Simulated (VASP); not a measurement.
# GaSb: single point with PBEsol

Crystal: GaSb.

```
CELL_PARAMETERS angstrom
0.00000 3.11900 3.11900
3.11900 0.00000 3.11900
3.11900 3.11900 0.00000
ATOMIC_POSITIONS crystal
Sb 0.75000 0.75000 0.75000
Ga 0.00000 0.00000 0.00000
```

This cell differs from its parent crystal: volume scaled by 1.06.

- Program: VASP 6.6.1
- Task: single point
- Functional: PBEsol
- Potentials or basis: VASP PAW PBE potentials, release 64 (Sb, Ga_d)
- Cutoff: 520 eV
- k mesh: 8 × 8 × 8
- Occupations: fermi-dirac, width 0.05 eV
- Spin: no spin polarisation
- Dipole correction: no
- Further INCAR settings: ALGO = Normal; EDIFF = 1e-07; NBANDS = 16

| Quantity | Value |
| --- | --- |
| Pressure | -2.7 GPa |
| Band gap on the k mesh | zero (filled and empty bands touch) |

Levels at points of the mesh, in eV from the Fermi level:
```tsv
k point	band 5	band 6	band 7	band 8	band 9	band 10	band 11	band 12	band 13	band 14
(0.00, 0.00, 0.00)	-14.89	-11.15	-0.45	-0.04	-0.04	-0.04	2.73	2.73	2.73	5.53
(0.50, 0.00, 0.00)	-14.89	-9.66	-6.16	-1.10	-1.10	0.20	3.68	3.68	6.31	8.84
(0.50, 0.50, 0.00)	-14.88	-8.92	-6.61	-2.43	-2.43	0.86	1.23	8.25	8.25	9.46
```

It took 45 s on 1 thread of AMD EPYC 7R43 64-Core Processor (Zen 3) (shared host), peak memory 0.18 GiB.

Caveat: the PAW data sets were made with another functional, which shifts forces and pressure a little; spin-orbit coupling is left out, which moves the levels of the heavy elements.
